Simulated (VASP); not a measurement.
# GaS3 (P6/mmm) in VASP: a series of runs

The runs below take GaS3 through relaxation of cell and atoms, with PBE.

All numbers are computed with VASP 6.6.1; they aren't measurements. Logs are shortened: lines on timing, memory, paths and dates and some standing lists are left out, and cuts for length are marked.

**1. The cell of the first run**

It takes space group P6/mmm (No. 191, hexagonal). Conventional cell: a = 5.196 Å, b = 5.196 Å, c = 5.462 Å, α = 90.00°, β = 90.00°, γ = 120.00°. Ga (site symmetry 6/mmm) has 6 S at 2.60 Å within 3.4 Å. Within 3.4 Å of S (site symmetry mmm) lie 4 S at 2.60 Å and 2 Ga at 2.60 Å.

The cell was generated, and may not be a known phase.

**2. Relaxation of cell and atoms, PBE**

INCAR

```
PREC     = Accurate       # precision mode
ENCUT    = 600            # plane-wave cutoff, eV
EDIFF    = 1E-6           # SCF threshold, eV
ISMEAR   = 0              # smearing method
SIGMA    = 0.1            # smearing width, eV
LREAL    = F              # projectors in reciprocal space
LASPH    = T              # aspherical terms in the spheres
NELM     = 100            # most SCF steps
ALGO     = Fast           # electronic algorithm
ISIF     = 3              # what is computed and relaxed
LWAVE    = F              # write WAVECAR
LCHARG   = F              # write CHGCAR
GGA      = PE             # functional
IBRION   = 2              # ionic algorithm
NSW      = 100            # ionic steps
EDIFFG   = -0.01          # ionic threshold
```

KPOINTS

```
Automatic mesh
0
Gamma
  12 12 8
```

POSCAR

```
GaS3
1.0
    5.1955611714      0.0000000000      0.0000000000
   -2.5977805857      4.4994879613      0.0000000000
    0.0000000000      0.0000000000      5.4615240702
Ga S
1 3
Direct
    0.0000000000      0.0000000000      0.0000000000
    0.5000000000      0.0000000000      0.0000000000
    0.0000000000      0.5000000000      0.0000000000
    0.5000000000      0.5000000000      0.0000000000
```

Potentials or basis: VASP PAW PBE potentials, release 64 (Ga_d, S).

The run is started by

```bash
> cat potpaw_PBE.64/Ga_d/POTCAR potpaw_PBE.64/S/POTCAR > POTCAR
> mpirun -np 1 vasp_std > vasp.out
```

OUTCAR:

```text
PREC = Accurate
   ENCUT = 600
   EDIFF = 1E-6
   ISMEAR = 0
   LREAL = F
   LASPH = T
   NELM = 100
   ISIF = 3
   GGA = PE
   IBRION = 2
   NSW = 100
   EDIFFG = -0.01

 ion  position               nearest neighbor table
   1  0.000  0.000  0.000-   3 2.60   4 2.60   3 2.60   4 2.60   2 2.60   2 2.60
   2  0.500  0.000  0.000-   3 2.60   4 2.60   4 2.60   3 2.60   1 2.60   1 2.60
   3  0.000  0.500  0.000-   1 2.60   2 2.60   1 2.60   2 2.60   4 2.60   4 2.60
   4  0.500  0.500  0.000-   1 2.60   2 2.60   2 2.60   1 2.60   3 2.60   3 2.60

  LATTYP: Found a hexagonal cell.
 ALAT       =     5.1955611714
 C/A-ratio  =     1.0511904085

  Lattice vectors:

 A1 = (   5.1955611714,   0.0000000000,   0.0000000000)
 A2 = (  -2.5977805857,   4.4994879613,   0.0000000000)
 A3 = (   0.0000000000,   0.0000000000,   5.4615240702)

Analysis of symmetry for initial positions (statically):
=====================================================================
 Subroutine PRICEL returns:
 Original cell was already a primitive cell.

 Routine SETGRP: Setting up the symmetry group for a
 hexagonal supercell.

 Subroutine GETGRP returns: Found 24 space group operations
 (whereof 24 operations were pure point group operations)
 out of a pool of 24 trial point group operations.

The static configuration has the point symmetry D_6h.

Analysis of symmetry for dynamics (positions and initial velocities):
=====================================================================
 Subroutine PRICEL returns:
 Original cell was already a primitive cell.

 Routine SETGRP: Setting up the symmetry group for a
 hexagonal supercell.

 Subroutine GETGRP returns: Found 24 space group operations
 (whereof 24 operations were pure point group operations)
 out of a pool of 24 trial point group operations.

The dynamic configuration has the point symmetry D_6h.

 Subroutine INISYM returns: Found 24 space group operations
 (whereof 24 operations are pure point group operations),
 and found     1 'primitive' translations

----------------------------------------------------------------------------------------

                                     Primitive cell

  volume of cell :     127.6760

  direct lattice vectors                    reciprocal lattice vectors
     5.195561171  0.000000000  0.000000000     0.192471990  0.111123755  0.000000000
    -2.597780586  4.499487961  0.000000000     0.000000000  0.222247511  0.000000000
     0.000000000  0.000000000  5.461524070     0.000000000  0.000000000  0.183099074

  length of vectors
     5.195561171  5.195561171  5.461524070     0.222247511  0.222247511  0.183099074

  position of ions in fractional coordinates (direct lattice)
     0.000000000  0.000000000  0.000000000
     0.500000000  0.000000000  0.000000000
     0.000000000  0.500000000  0.000000000
     0.500000000  0.500000000  0.000000000

  ion indices of the primitive-cell ions
   primitive index   ion index
                 1           1
                 2           2
                 3           3
                 4           4

----------------------------------------------------------------------------------------

 KPOINTS: Automatic mesh

Automatic generation of k-mesh.
 Grid dimensions read from file:
 generate k-points for:   12   12    8

 Generating k-lattice:

  Cartesian coordinates                     Fractional coordinates (reciprocal lattice)
     0.016039333  0.009260313  0.000000000     0.083333333  0.000000000  0.000000000
     0.000000000  0.018520626  0.000000000     0.000000000  0.083333333  0.000000000
     0.000000000  0.000000000  0.022887384     0.000000000  0.000000000  0.125000000

  Length of vectors
     0.018520626  0.018520626  0.022887384

  Shift w.r.t. Gamma in fractional coordinates (k-lattice)
     0.000000000  0.000000000  0.000000000

 Subroutine IBZKPT returns following result:
 ===========================================

 Found     95 irreducible k-points:

 Following reciprocal coordinates:
            Coordinates               Weight
  0.000000  0.000000  0.000000      1.000000
  0.083333  0.000000  0.000000      6.000000
  0.166667 -0.000000  0.000000      6.000000
  0.250000  0.000000  0.000000      6.000000
  0.333333 -0.000000  0.000000      6.000000
  0.416667  0.000000  0.000000      6.000000
[... 16 lines left out ...]
  0.250000  0.000000  0.125000     12.000000
  0.333333 -0.000000  0.125000     12.000000
 [... further k-points ...]
   k-points           NKPTS =     95   k-points in BZ     NKDIM =     95   number of bands    NBANDS=     19
   number of dos      NEDOS =    301   number of ions     NIONS =      4
   total plane-waves  NPLWV =  84672
   dimension x,y,z NGX =    42 NGY =   42 NGZ =   48
   dimension x,y,z NGXF=    84 NGYF=   84 NGZF=   96
   ions per type =               1   3
   NGX,Y,Z   is equivalent  to a cutoff of  13.44, 13.44, 14.61 a.u.
   NGXF,Y,Z  is equivalent  to a cutoff of  26.88, 26.88, 29.22 a.u.
 SYSTEM =  unknown system
   PREC   = accura    normal or accurate (medium, high low for compatibility)
   ISTART =      0    job   : 0-new  1-cont  2-samecut
   ICHARG =      2    charge: 1-file 2-atom 10-const
   ISPIN  =      1    spin polarized calculation?
   LNONCOLLINEAR =      F non collinear calculations
   LSORBIT =      F    spin-orbit coupling
   LASPH  =      T    aspherical Exc in radial PAW
   ENCUT  =  600.0 eV  44.10 Ry    6.64 a.u.  10.38 10.38 10.91*2*pi/ulx,y,z
   NELM   =    100;   NELMIN=  2; NELMDL= -5     # of ELM steps
   EDIFF  = 0.1E-05   stopping-criterion for ELM
   LREAL  =      F    real-space projection
   EDIFFG = -.1E-01   stopping-criterion for IOM
   NSW    =    100    number of steps for IOM
   IBRION =      2    ionic relax: 0-MD 1-quasi-New 2-CG
   NFREE  =      1    steps in history (QN), initial steepest desc. (CG)
   ISIF   =      3    stress and relaxation
   ISYM   =      2    0-nonsym 1-usesym 2-fastsym
   POTIM  = 0.5000    time-step for ionic-motion
   TEBEG  =    0.0;   TEEND  =   0.0 temperature during run
   PSTRESS=    0.0 pullay stress
   NELECT =      31.0000    total number of electrons
   NUPDOWN=      -1.0000    fix difference up-down
   EMIN   =  10.00;   EMAX   =-10.00  energy-range for DOS
   EFERMI =   0.00;   METHOD = LEGACY
   ISMEAR =     0;   SIGMA  =   0.10  broadening in eV -4-tet -1-fermi 0-gaus
   EFERMI_NEDOS =   21; number of points for ismear=-14 and -15
   IALGO  =     68    algorithm
   IMIX   =      4    mixing-type and parameters
     AMIX     =   0.40;   BMIX     =  1.00
     AMIX_MAG =   1.60;   BMIX_MAG =  1.00
  volume/ion in A,a.u.               =      31.92       215.40
  Fermi-wavevector in a.u.,A,eV,Ry     =   1.021313  1.930002 14.191973  1.043081
  Thomas-Fermi vector in A             =   2.154931
   LORBIT       =      0    0 simple, 1 ext, 2 COOP (PROOUT), +10 PAW based schemes
   GGA     = PE    functional components
   LHFCALC =     F    Hartree Fock is set to
   AEXX    =    0.0000 exact exchange contribution
   IVDW    =     0    specifies the selected vdW correction
   LEPSILON=     F    determine dielectric tensor
   LRPA    =     F    only Hartree local field effects (RPA)
 conjugate gradient relaxation of ions
 non-spin polarized calculation
 RMM-DIIS sequential band-by-band and
 Gauss-broadening in eV      SIGMA  =   0.10
  energy-cutoff  :      600.00
  volume of cell :      127.68
 maximum number of plane-waves:      4306
 NGX is ok and might be reduce to    42
   NGX = 21   NGY = 21   NGZ = 21

 number of electron      31.0000011 magnetization

 Free energy of the ion-electron system (eV)
  ---------------------------------------------------
  ext. energy  EPLUGINS =         0.00000000
  ---------------------------------------------------
  free energy    TOTEN  =       -13.03810516 eV

  energy without entropy =      -13.02507348  energy(sigma->0) =      -13.03158932

 E-fermi :   0.5219     XC(G=0):  -7.1648

 val. band max:        0.5015308603   @ k =   0.2500   0.1667   0.5000
 cond. band min:       0.5944822212   @ k =   0.3333   0.1667   0.0000
 fundamental gap:      0.0929513610
 Fermi energy:         0.5219425013

 k-point     1 :       0.0000    0.0000    0.0000
  band No.  band energies     occupation
      1     -14.6644      2.00000
      2     -14.1553      2.00000
      3     -14.1553      2.00000
      4     -14.1055      2.00000
      5     -14.1055      2.00000
      6     -13.8046      2.00000
[... 11 lines left out ...]
     18       4.1599      0.00000
     19       4.5516      0.00000

 k-point     2 :       0.0833    0.0000    0.0000
  band No.  band energies     occupation
      1     -14.6343      2.00000
      2     -14.1559      2.00000
      3     -14.1519      2.00000
      4     -14.1056      2.00000
      5     -14.1055      2.00000
      6     -13.7964      2.00000
[... 11 lines left out ...]
     18       4.0091      0.00000
     19       4.6018      0.00000

 k-point     3 :       0.1667   -0.0000    0.0000
  band No.  band energies     occupation
      1     -14.5501      2.00000
      2     -14.1575      2.00000
      3     -14.1424      2.00000
      4     -14.1060      2.00000
      5     -14.1056      2.00000
      6     -13.7672      2.00000
[... 11 lines left out ...]
     18       3.8939      0.00000
     19       4.7518      0.00000

 k-point     4 :       0.2500    0.0000    0.0000
  band No.  band energies     occupation
      1     -14.4340      2.00000
      2     -14.1584      2.00000
      3     -14.1293      2.00000
      4     -14.1065      2.00000
      5     -14.1058      2.00000
      6     -13.7013      2.00000
[... 407 lines left out ...]
     18       4.0655      0.00000
     19       4.3746      0.00000

 k-point    23 :       0.2500    0.0000    0.1250
  band No.  band energies     occupation
      1     -14.4338      2.00000
      2     -14.1584      2.00000
      3     -14.1293      2.00000
      4     -14.1065      2.00000
      5     -14.1058      2.00000
      6     -13.7007      2.00000
[... 11 lines left out ...]
     18       3.8701      0.00000
     19       3.9720      0.00000

 k-point    24 :       0.3333   -0.0000    0.1250
  band No.  band energies     occupation
      1     -14.3266      2.00000
      2     -14.1556      2.00000
      3     -14.1159      2.00000
      4     -14.1070      2.00000
      5     -14.1059      2.00000
      6     -13.5738      2.00000
[... 11 lines left out ...]
     18       3.7233      0.00000
     19       3.9087      0.00000

 [... further k-points ...]

------------------------ aborting loop because EDIFF is reached ----------------------------------------

  FORCE on cell =-STRESS in cart. coord.  units (eV):
  Direction    XX          YY          ZZ          XY          YZ          ZX
  --------------------------------------------------------------------------------------
  -------------------------------------------------------------------------------------
  Total       -0.0075950     -0.0075950     -0.0006941      0.0000000      0.0000000     -0.0000000
  in kB       -0.0953084     -0.0953084     -0.0087095      0.0000000      0.0000000     -0.0000000
  external PRESSURE =      -0.0664421 kB  Pullay stress =       0.0000000 kB

 VOLUME and BASIS-vectors are now :
 -----------------------------------------------------------------------------
  energy-cutoff  :      600.00
  volume of cell :      127.68
      direct lattice vectors                 reciprocal lattice vectors
     5.195561171  0.000000000  0.000000000     0.192471990  0.111123755  0.000000000
    -2.597780586  4.499487961  0.000000000     0.000000000  0.222247511  0.000000000
     0.000000000  0.000000000  5.461524070     0.000000000  0.000000000  0.183099074

 POSITION                                       TOTAL-FORCE (eV/Angst)
 -----------------------------------------------------------------------------------
      0.00000      0.00000      0.00000         0.000000      0.000000      0.000000
      2.59778      0.00000      0.00000        -0.000000      0.000000      0.000000
     -1.29889      2.24974      0.00000        -0.000000      0.000000      0.000000
      1.29889      2.24974      0.00000         0.000000      0.000000      0.000000
 -----------------------------------------------------------------------------------
    total drift:                                0.000000      0.000000     -0.000000

  FREE ENERGIE OF THE ION-ELECTRON SYSTEM (eV)
  ---------------------------------------------------
  free  energy   TOTEN  =       -13.0381051630 eV

  energy  without entropy=      -13.0250734771  energy(sigma->0) =      -13.03158932

 reached required accuracy - stopping structural energy minimisation
```

Run time: 7 min. Hardware: 1 thread of Oxide Virtual Turin-like, shared host; peak memory 0.42 GiB.

Results:

```
Free energy             : -13.0381 eV
Pressure after relaxing : 0.0 GPa
Band gap on the k mesh  : zero (an odd number of electrons rules out a gap without spin polarisation)
```

Final structure:
```yaml
crystal:
  lattice:
    - [5.19556, 0.00000, 0.00000]
    - [-2.59778, 4.49949, 0.00000]
    - [0.00000, 0.00000, 5.46152]
  atoms:
    - { symbol: Ga, position: [0.00000, 0.00000, 0.00000] }
    - { symbol: S, position: [0.50000, 0.00000, 0.00000] }
    - { symbol: S, position: [0.00000, 0.50000, 0.00000] }
    - { symbol: S, position: [0.50000, 0.50000, 0.00000] }
```

Levels at points of the mesh, in eV from the Fermi level:
```csv
k point,band 13,band 14,band 15,band 16,band 17,band 18,band 19
"(0.00, 0.00, 0.00)",-3.45,-0.03,-0.03,2.01,3.56,3.64,4.03
"(0.50, 0.00, 0.00)",-1.72,-1.71,-1.43,-0.17,1.54,3.10,3.45
"(0.00, 0.00, 0.50)",-3.47,-0.10,-0.10,2.01,3.56,3.57,3.68
"(0.50, 0.00, 0.50)",-1.90,-1.71,-1.43,-0.26,1.61,2.55,3.51
```

**3. Relaxation of cell and atoms, PBE**

This run uses another cell than the first one, of 29.91 Å³/atom.

INCAR

```
SYSTEM = GaS3
PREC = Accurate ; ENCUT = 600
EDIFF = 1E-7 ; ISMEAR = 0
SIGMA = 0.1 ; LREAL = .FALSE.
LASPH = .TRUE. ; NELM = 80
ALGO = Fast ; ISIF = 3
LWAVE = .FALSE. ; LCHARG = .FALSE.
GGA = PE ; IBRION = 2
NSW = 100 ; EDIFFG = -0.01
```

KPOINTS

```
Automatic mesh
0
G
  12 12 10
  0 0 0
```

POSCAR

```
GaS3
1.0
    5.2094488386      0.0000000000      0.0000000000
   -2.6047244193      4.5115150339      0.0000000000
    0.0000000000      0.0000000000      5.0899952346
Ga S
1 3
Direct
    0.0000000000      0.0000000000      0.0000000000
    0.5000000000      0.0000000000      0.0000000000
    0.0000000000      0.5000000000      0.0000000000
    0.5000000000      0.5000000000      0.0000000000
```

Potentials or basis: VASP PAW PBE potentials, release 64 (Ga_d, S).

The run is started by

```bash
> cat potpaw_PBE.64/Ga_d/POTCAR potpaw_PBE.64/S/POTCAR > POTCAR
> mpirun -np 1 vasp_std > vasp.out
```

Run time: 17 min. Hardware: 1 thread of Oxide Virtual Turin-like, shared host; peak memory 0.45 GiB.

The run converged. Its results:

```
Free energy                           : -13.0365 eV
Relaxed volume                        : 29.75 Å³/atom
Relaxed cell                          : a = 5.196 Å, b = 5.196 Å, c = 5.091 Å, α = 90.00°, β = 90.00°, γ = 120.00°
Space group after relaxing (to 0.1 Å) : P6/mmm (No. 191)
Energy gained by relaxing             : 0.2 meV/atom
Ionic steps                           : 3
Pressure after relaxing               : 0.0 GPa
Band gap on the k mesh                : zero (an odd number of electrons rules out a gap without spin polarisation)
```

The path:
```tsv
step	energy change (eV)	largest force (eV/Å)	pressure (GPa)	volume (Å³)
1	0.0000	0.0000	-0.26	119.63
2	-0.0007	0.0000	0.11	118.79
3	-0.0008	0.0000	0.01	119.01
```

Final structure:
```xyz
4
Lattice="5.1955 0.0000 0.0000 -2.5978 4.4994 0.0000 0.0000 0.0000 5.0911" Properties=species:S:1:pos:R:3 pbc="T T T"
Ga    0.0000    0.0000    0.0000
S     2.5978    0.0000    0.0000
S    -1.2989    2.2497    0.0000
S     1.2989    2.2497    0.0000
```

Levels at points of the mesh, in eV from the Fermi level:
```tsv
k point	band 14	band 15	band 16	band 17	band 18	band 19
(0.00, 0.00, 0.00)	-0.01	-0.01	2.00	3.55	3.55	4.07
(0.50, 0.00, 0.00)	-1.67	-1.44	-0.14	1.50	3.23	3.43
(0.00, 0.00, 0.50)	-0.14	-0.14	2.00	3.56	3.56	3.57
(0.50, 0.00, 0.50)	-1.71	-1.43	-0.31	1.63	2.42	3.43
```

The gap in the log of VASP goes by the Fermi energy; the results here count the filled bands.